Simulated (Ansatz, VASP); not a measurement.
**One calculation of BiTe, two programs**

```
Bi Te
1.0
     0.00000    3.25119    3.25119
     3.25119    0.00000    3.25119
     3.25119    3.25119    0.00000
Bi Te
1 1
Cartesian
  0.0000 0.0000 0.0661
  3.2512 3.2512 3.1429
```

Change from the starting cell: mode 6 frozen in at -0.108 Å, normal strain along z +0.0000.

Alike in both runs: task single point; functional PBE; k mesh 12 × 12 × 12; occupations gaussian, width 0.15 eV; no spin polarisation.

```csv
,VASP,Ansatz
version,VASP 6.6.1,Ansatz 0.2.0
potentials or method,"VASP PAW PBE potentials, release 64 (Bi_d, Te), cutoff 520 eV","scalar-relativistic, plane waves, PAW"
valence electrons in the cell,21,31
```

```csv
,VASP,Ansatz,Ansatz less VASP
gap on the k mesh at the Fermi level (eV),none,none,-
pressure (GPa),0.5,0.5,+0.07
"traceless stress, the component that is largest in VASP (GPa)",0.49,0.48,-0.007
rms of the force components (eV/Å),0.239,0.237,-0.0014
```

Atom by atom the forces differ by 0.001 eV/Å (rms over components). A gap of «none» marks a metal or a gap that the smearing closes. VASP's potentials hold 21 valence electrons a cell and Ansatz's 31, so a difference there can come from the potentials and not from the codes.

Spin-orbit coupling is off throughout.
